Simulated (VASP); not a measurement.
# LiCl (Fm-3m) in VASP: notebook

The runs below take LiCl through single point, with PBE.

All numbers are computed with VASP 6.6.1; they aren't measurements. Logs are shortened: lines on timing, memory, paths and dates and some standing lists are left out, and cuts for length are marked.

**1. The cell of the first run**

The structure is cubic, space group Fm-3m (No. 225). The conventional cell has a = 5.180 Å, b = 5.180 Å, c = 5.180 Å, α = 90.00°, β = 90.00°, γ = 90.00°. Within 3.4 Å of Li (site symmetry m-3m) lie 6 Cl at 2.59 Å. Cl (site symmetry m-3m) has 6 Li at 2.59 Å within 3.4 Å.

**2. Single point, PBE (volume scaled by 1.03)**

Input file INCAR:

```
SYSTEM = LiCl
PREC     = Accurate       ! precision mode
ENCUT    = 520            ! plane-wave cutoff, eV
EDIFF    = 1E-6           ! SCF threshold, eV
ISMEAR   = -1             ! smearing method
SIGMA    = 0.03           ! smearing width, eV
LREAL    = .False.        ! projectors in reciprocal space
LASPH    = .True.         ! aspherical terms in the spheres
NELM     = 60             ! most SCF steps
ALGO     = Normal         ! electronic algorithm
ISIF     = 2              ! what is computed and relaxed
LWAVE    = .False.        ! write WAVECAR
LCHARG   = .True.         ! write CHGCAR
GGA      = PE             ! functional
LELF     = .True.         ! ELF
LVHAR    = .True.       
NBANDS   = 12             ! bands
```

Input file KPOINTS:

```
Automatic mesh
0
Gamma
  9 9 9
  0 0 0
```

Input file POSCAR:

```
LiCl
1.0
    0.0000000000      2.5901553150      2.5901553150
    2.5901553150      0.0000000000      2.5901553150
    2.5901553150      2.5901553150      0.0000000000
Li Cl
1 1
Direct
    0.0000000000      0.0000000000      0.0000000000
    0.5000000000      0.5000000000      0.5000000000
```

Potentials or basis: VASP PAW PBE potentials, release 64 (Li_sv, Cl).

Started as:

```console
$ cat potpaw_PBE.64/Li_sv/POTCAR potpaw_PBE.64/Cl/POTCAR > POTCAR
$ mpirun -np 1 vasp_std > vasp.out
```

OUTCAR:

```text
SYSTEM = LiCl
   PREC = Accurate
   ENCUT = 520
   EDIFF = 1E-6
   ISMEAR = -1
   LREAL = .False.
   LASPH = .True.
   NELM = 60
   ISIF = 2
   GGA = PE

 ion  position               nearest neighbor table
   1  0.000  0.000  0.000-   2 2.59   2 2.59   2 2.59   2 2.59   2 2.59   2 2.59
   2  0.500  0.500  0.500-   1 2.59   1 2.59   1 2.59   1 2.59   1 2.59   1 2.59

  LATTYP: Found a face centered cubic cell.
 ALAT       =     5.1803106300

  Lattice vectors:

 A1 = (   0.0000000000,   2.5901553150,   2.5901553150)
 A2 = (   2.5901553150,   0.0000000000,   2.5901553150)
 A3 = (   2.5901553150,   2.5901553150,   0.0000000000)

Analysis of symmetry for initial positions (statically):
=====================================================================
 Subroutine PRICEL returns:
 Original cell was already a primitive cell.

 Routine SETGRP: Setting up the symmetry group for a
 face centered cubic supercell.

 Subroutine GETGRP returns: Found 48 space group operations
 (whereof 48 operations were pure point group operations)
 out of a pool of 48 trial point group operations.

The static configuration has the point symmetry O_h .

Analysis of symmetry for dynamics (positions and initial velocities):
=====================================================================
 Subroutine PRICEL returns:
 Original cell was already a primitive cell.

 Routine SETGRP: Setting up the symmetry group for a
 face centered cubic supercell.

 Subroutine GETGRP returns: Found 48 space group operations
 (whereof 48 operations were pure point group operations)
 out of a pool of 48 trial point group operations.

The dynamic configuration has the point symmetry O_h .

 Subroutine INISYM returns: Found 48 space group operations
 (whereof 48 operations are pure point group operations),
 and found     1 'primitive' translations

----------------------------------------------------------------------------------------

                                     Primitive cell

  volume of cell :      34.7542

  direct lattice vectors                    reciprocal lattice vectors
     0.000000000  2.590155315  2.590155315    -0.193038617  0.193038617  0.193038617
     2.590155315  0.000000000  2.590155315     0.193038617 -0.193038617  0.193038617
     2.590155315  2.590155315  0.000000000     0.193038617  0.193038617 -0.193038617

  length of vectors
     3.663032775  3.663032775  3.663032775     0.334352693  0.334352693  0.334352693

  position of ions in fractional coordinates (direct lattice)
     0.000000000  0.000000000  0.000000000
     0.500000000  0.500000000  0.500000000

  ion indices of the primitive-cell ions
   primitive index   ion index
                 1           1
                 2           2

----------------------------------------------------------------------------------------

 KPOINTS: Automatic mesh

Automatic generation of k-mesh.
 Grid dimensions read from file:
 generate k-points for:    9    9    9

 Generating k-lattice:

  Cartesian coordinates                     Fractional coordinates (reciprocal lattice)
    -0.021448735  0.021448735  0.021448735     0.111111111  0.000000000  0.000000000
     0.021448735 -0.021448735  0.021448735     0.000000000  0.111111111  0.000000000
     0.021448735  0.021448735 -0.021448735     0.000000000  0.000000000  0.111111111

  Length of vectors
     0.037150299  0.037150299  0.037150299

  Shift w.r.t. Gamma in fractional coordinates (k-lattice)
     0.000000000  0.000000000  0.000000000

 Subroutine IBZKPT returns following result:
 ===========================================

 Found     35 irreducible k-points:

 Following reciprocal coordinates:
            Coordinates               Weight
  0.000000  0.000000  0.000000      1.000000
  0.111111  0.000000  0.000000      8.000000
  0.222222  0.000000  0.000000      8.000000
  0.333333  0.000000  0.000000      8.000000
  0.444444  0.000000  0.000000      8.000000
  0.111111  0.111111  0.000000      6.000000
[... 16 lines left out ...]
 -0.333333  0.333333  0.000000     12.000000
  0.444444  0.444444  0.000000      6.000000
 [... further k-points ...]
   k-points           NKPTS =     35   k-points in BZ     NKDIM =     35   number of bands    NBANDS=     12
   number of dos      NEDOS =    301   number of ions     NIONS =      2
   total plane-waves  NPLWV =  21952
   dimension x,y,z NGX =    28 NGY =   28 NGZ =   28
   dimension x,y,z NGXF=    56 NGYF=   56 NGZF=   56
   ions per type =               1   1
   NGX,Y,Z   is equivalent  to a cutoff of  12.71, 12.71, 12.71 a.u.
   NGXF,Y,Z  is equivalent  to a cutoff of  25.42, 25.42, 25.42 a.u.
 SYSTEM =  LiCl
   PREC   = accura    normal or accurate (medium, high low for compatibility)
   ISTART =      0    job   : 0-new  1-cont  2-samecut
   ICHARG =      2    charge: 1-file 2-atom 10-const
   ISPIN  =      1    spin polarized calculation?
   LNONCOLLINEAR =      F non collinear calculations
   LSORBIT =      F    spin-orbit coupling
   LASPH  =      T    aspherical Exc in radial PAW
   ENCUT  =  520.0 eV  38.22 Ry    6.18 a.u.   6.81  6.81  6.81*2*pi/ulx,y,z
   NELM   =     60;   NELMIN=  2; NELMDL= -5     # of ELM steps
   EDIFF  = 0.1E-05   stopping-criterion for ELM
   LREAL  =      F    real-space projection
   EDIFFG = 0.1E-04   stopping-criterion for IOM
   NSW    =      0    number of steps for IOM
   IBRION =     -1    ionic relax: 0-MD 1-quasi-New 2-CG
   NFREE  =      0    steps in history (QN), initial steepest desc. (CG)
   ISIF   =      2    stress and relaxation
   ISYM   =      2    0-nonsym 1-usesym 2-fastsym
   POTIM  = 0.5000    time-step for ionic-motion
   TEBEG  =    0.0;   TEEND  =   0.0 temperature during run
   PSTRESS=    0.0 pullay stress
   NELECT =      10.0000    total number of electrons
   NUPDOWN=      -1.0000    fix difference up-down
   EMIN   =  10.00;   EMAX   =-10.00  energy-range for DOS
   EFERMI =   0.00;   METHOD = LEGACY
   ISMEAR =    -1;   SIGMA  =   0.03  broadening in eV -4-tet -1-fermi 0-gaus
   EFERMI_NEDOS =   21; number of points for ismear=-14 and -15
   IALGO  =     38    algorithm
   IMIX   =      4    mixing-type and parameters
     AMIX     =   0.40;   BMIX     =  1.00
     AMIX_MAG =   1.60;   BMIX_MAG =  1.00
  volume/ion in A,a.u.               =      17.38       117.27
  Fermi-wavevector in a.u.,A,eV,Ry     =   1.080784  2.042386 15.892893  1.168095
  Thomas-Fermi vector in A             =   2.216784
   LORBIT       =      0    0 simple, 1 ext, 2 COOP (PROOUT), +10 PAW based schemes
   GGA     = PE    functional components
   LHFCALC =     F    Hartree Fock is set to
   AEXX    =    0.0000 exact exchange contribution
   IVDW    =     0    specifies the selected vdW correction
   LEPSILON=     F    determine dielectric tensor
   LRPA    =     F    only Hartree local field effects (RPA)
 non-spin polarized calculation
  energy-cutoff  :      520.00
  volume of cell :       34.75
 maximum number of plane-waves:       954
   NGX = 13   NGY = 13   NGZ = 13

 number of electron      10.0000012 magnetization

 Free energy of the ion-electron system (eV)
  ---------------------------------------------------
  ext. energy  EPLUGINS =         0.00000000
  ---------------------------------------------------
  free energy    TOTEN  =        -7.38514423 eV

  energy without entropy =       -7.38514423  energy(sigma->0) =       -7.38514423

 E-fermi :   1.1747     XC(G=0):  -8.6038

 val. band max:        0.3621394951   @ k =   0.0000   0.0000   0.0000
 cond. band min:       6.5361345374   @ k =   0.0000   0.0000   0.0000
 fundamental gap:      6.1739950423
 Fermi energy:         1.1746503879

 k-point     1 :       0.0000    0.0000    0.0000
  band No.  band energies     occupation
      1     -43.2148      2.00000
      2     -12.9334      2.00000
      3       0.3621      2.00000
      4       0.3621      2.00000
      5       0.3621      2.00000
      6       6.5361      0.00000
      7      12.2740      0.00000
      8      12.2740      0.00000
      9      12.2740      0.00000
     10      14.7115      0.00000
     11      14.7115      0.00000
     12      14.7115      0.00000

 k-point     2 :       0.1111    0.0000    0.0000
  band No.  band energies     occupation
      1     -43.2146      2.00000
      2     -12.8770      2.00000
      3      -0.0465      2.00000
      4       0.3310      2.00000
      5       0.3310      2.00000
      6       6.9146      0.00000
      7      11.5841      0.00000
      8      12.2238      0.00000
      9      12.2238      0.00000
     10      13.4251      0.00000
     11      13.4252      0.00000
     12      15.1126      0.00000

 k-point     3 :       0.2222    0.0000    0.0000
  band No.  band energies     occupation
      1     -43.2139      2.00000
      2     -12.7281      2.00000
      3      -0.9235      2.00000
      4       0.2555      2.00000
      5       0.2555      2.00000
      6       7.4390      0.00000
      7      11.1320      0.00000
      8      11.2714      0.00000
      9      11.2714      0.00000
     10      13.9385      0.00000
     11      13.9385      0.00000
     12      15.6008      0.00000
[... 286 lines left out ...]
 k-point    23 :      -0.3333    0.3333    0.0000
  band No.  band energies     occupation
      1     -43.2120      2.00000
      2     -12.2418      2.00000
      3      -1.7128      2.00000
      4      -1.5762      2.00000
      5      -0.2514      2.00000
      6       8.4726      0.00000
      7      10.7967      0.00000
      8      11.1717      0.00000
      9      11.2909      0.00000
     10      14.7244      0.00000
     11      16.3480      0.00000
     12      18.5405      0.00000

 k-point    24 :       0.4444    0.4444    0.0000
  band No.  band energies     occupation
      1     -43.2120      2.00000
      2     -12.2050      2.00000
      3      -2.3194      2.00000
      4      -0.6570      2.00000
      5      -0.6569      2.00000
      6       8.2371      0.00000
      7       8.7587      0.00000
      8      12.2809      0.00000
      9      14.1140      0.00000
     10      14.1141      0.00000
     11      17.1511      0.00000
     12      18.9509      0.00000

 [... further k-points ...]
[... 5 lines left out ...]
  --------------------------------------------------------------------------------------
  -------------------------------------------------------------------------------------
  Total       -0.1382906     -0.1382906     -0.1382906      0.0000000      0.0000000      0.0000000
  in kB       -6.3752294     -6.3752294     -6.3752294      0.0000000      0.0000000      0.0000000
  external PRESSURE =      -6.3752294 kB  Pullay stress =       0.0000000 kB

 VOLUME and BASIS-vectors are now :
 -----------------------------------------------------------------------------
  energy-cutoff  :      520.00
  volume of cell :       34.75
      direct lattice vectors                 reciprocal lattice vectors
     0.000000000  2.590155315  2.590155315    -0.193038617  0.193038617  0.193038617
     2.590155315  0.000000000  2.590155315     0.193038617 -0.193038617  0.193038617
     2.590155315  2.590155315  0.000000000     0.193038617  0.193038617 -0.193038617

 POSITION                                       TOTAL-FORCE (eV/Angst)
 -----------------------------------------------------------------------------------
      0.00000      0.00000      0.00000        -0.000000     -0.000000     -0.000000
      2.59016      2.59016      2.59016         0.000000      0.000000      0.000000
 -----------------------------------------------------------------------------------
    total drift:                                0.000000      0.000000      0.000000

  FREE ENERGIE OF THE ION-ELECTRON SYSTEM (eV)
  ---------------------------------------------------
  free  energy   TOTEN  =        -7.3851442296 eV

  energy  without entropy=       -7.3851442296  energy(sigma->0) =       -7.38514423
```

It took 12 s on 1 thread of AMD EPYC 7R13 (Zen 3), shared host; peak memory 0.12 GiB.

What came out:

```
Free energy            : -7.3851 eV
Band gap on the k mesh : 6.17 eV, direct
```

Levels at points of the mesh, in eV from the valence-band top:
| k point | band 2 | band 3 | band 4 | band 5 | band 6 | band 7 | band 8 | band 9 |
| --- | --- | --- | --- | --- | --- | --- | --- | --- |
| (0.00, 0.00, 0.00) | -13.30 | 0.00 | 0.00 | 0.00 | 6.17 | 11.91 | 11.91 | 11.91 |

Caveat: the cutoff is under 1.25 times the usual one of these potentials, so pressure, stress and relaxed cells hold a basis-set (Pulay) error. A k mesh can miss the band edges.

**3. Single point, PBE (volume scaled by 1.06)**

Input file INCAR:

```
ALGO = Normal ; EDIFF = 1E-6
ENCUT = 520 ; GGA = PE
ISIF = 2 ; ISMEAR = -1
LASPH = True ; LCHARG = False
LREAL = False ; LWAVE = False
NBANDS = 12 ; NELM = 80
PREC = Accurate ; SIGMA = 0.03
```

Input file KPOINTS:

```
k-points
0
Gamma
  9 9 9
```

Input file POSCAR:

```
LiCl
1.0
    0.0000000000      2.6150621824      2.6150621824
    2.6150621824      0.0000000000      2.6150621824
    2.6150621824      2.6150621824      0.0000000000
Li Cl
1 1
Direct
    0.0000000000      0.0000000000      0.0000000000
    0.5000000000      0.5000000000      0.5000000000
```

Potentials or basis: VASP PAW PBE potentials, release 64 (Li_sv, Cl).

Started as:

```console
$ cat potpaw_PBE.64/Li_sv/POTCAR potpaw_PBE.64/Cl/POTCAR > POTCAR
$ mpirun -np 1 vasp_std > vasp.out
```

OUTCAR:

```text
EDIFF = 1E-6
   ENCUT = 520
   GGA = PE
   ISIF = 2
   ISMEAR = -1
   LASPH = True
   LREAL = False
   NELM = 80
   PREC = Accurate

 ion  position               nearest neighbor table
   1  0.000  0.000  0.000-   2 2.62   2 2.62   2 2.62   2 2.62   2 2.62   2 2.62
   2  0.500  0.500  0.500-   1 2.62   1 2.62   1 2.62   1 2.62   1 2.62   1 2.62

  LATTYP: Found a face centered cubic cell.
 ALAT       =     5.2301243648

  Lattice vectors:

 A1 = (   0.0000000000,   2.6150621824,   2.6150621824)
 A2 = (   2.6150621824,   0.0000000000,   2.6150621824)
[... 536 lines left out ...]
      8      11.8490      0.00000
      9      13.7045      0.00000
     10      13.7045      0.00000
     11      16.8264      0.00000
     12      18.5936      0.00000

 [... further k-points ...]
[... 5 lines left out ...]
  --------------------------------------------------------------------------------------
  -------------------------------------------------------------------------------------
  Total       -0.3188048     -0.3188048     -0.3188048      0.0000000     -0.0000000      0.0000000
  in kB      -14.2810238    -14.2810238    -14.2810238      0.0000000     -0.0000000      0.0000000
  external PRESSURE =     -14.2810238 kB  Pullay stress =       0.0000000 kB

 VOLUME and BASIS-vectors are now :
 -----------------------------------------------------------------------------
  energy-cutoff  :      520.00
  volume of cell :       35.77
      direct lattice vectors                 reciprocal lattice vectors
     0.000000000  2.615062182  2.615062182    -0.191200042  0.191200042  0.191200042
     2.615062182  0.000000000  2.615062182     0.191200042 -0.191200042  0.191200042
     2.615062182  2.615062182  0.000000000     0.191200042  0.191200042 -0.191200042

 POSITION                                       TOTAL-FORCE (eV/Angst)
 -----------------------------------------------------------------------------------
      0.00000      0.00000      0.00000        -0.000000      0.000000      0.000000
      2.61506      2.61506      2.61506         0.000000     -0.000000     -0.000000
 -----------------------------------------------------------------------------------
    total drift:                                0.000000      0.000000      0.000000

  FREE ENERGIE OF THE ION-ELECTRON SYSTEM (eV)
  ---------------------------------------------------
  free  energy   TOTEN  =        -7.3791358159 eV

  energy  without entropy=       -7.3791358159  energy(sigma->0) =       -7.37913582
```

OSZICAR:

```text
N       E                     dE             d eps       ncg     rms          rms(c)
DAV:   1     0.416407217750E+02    0.41641E+02   -0.40795E+03   840   0.770E+02
DAV:   2    -0.494957970296E+01   -0.46590E+02   -0.44709E+02  1092   0.141E+02
DAV:   3    -0.738605687870E+01   -0.24365E+01   -0.24306E+01  1088   0.337E+01
DAV:   4    -0.744925619444E+01   -0.63199E-01   -0.63180E-01  1180   0.573E+00
DAV:   5    -0.745011027056E+01   -0.85408E-03   -0.85407E-03  1116   0.574E-01    0.233E+00
DAV:   6    -0.737203766595E+01    0.78073E-01   -0.17401E-01  1068   0.191E+00    0.166E+00
DAV:   7    -0.737436237019E+01   -0.23247E-02   -0.52683E-02  1256   0.118E+00    0.921E-01
DAV:   8    -0.737910220629E+01   -0.47398E-02   -0.70712E-03  1000   0.579E-01    0.157E-01
DAV:   9    -0.737906539720E+01    0.36809E-04   -0.24206E-04  1072   0.109E-01    0.598E-02
DAV:  10    -0.737912661229E+01   -0.61215E-04   -0.15525E-04   980   0.828E-02    0.557E-02
DAV:  11    -0.737913498187E+01   -0.83696E-05   -0.17934E-05  1092   0.268E-02    0.194E-03
DAV:  12    -0.737913619349E+01   -0.12116E-05   -0.69494E-07   976   0.602E-03    0.486E-03
DAV:  13    -0.737913581587E+01    0.37762E-06   -0.20101E-07   544   0.302E-03
   1 F= -.73791358E+01 E0= -.73791358E+01  d E =-.101454E-10
```

It took 11 s on 1 thread of AMD EPYC 7R13 (Zen 3), shared host; peak memory 0.12 GiB.

Results:

```
Free energy            : -7.3791 eV
Band gap on the k mesh : 6.02 eV, direct
```

Levels at points of the mesh, in eV from the valence-band top:
```tsv
k point	band 1	band 2	band 3	band 4	band 5	band 6	band 7	band 8	band 9	band 10
(0.00, 0.00, 0.00)	-43.63	-13.20	0.00	0.00	0.00	6.02	11.88	11.88	11.88	14.18
```

Caveat: the cutoff is under 1.25 times the usual one of these potentials, so pressure, stress and relaxed cells hold a basis-set (Pulay) error. A k mesh can miss the band edges.
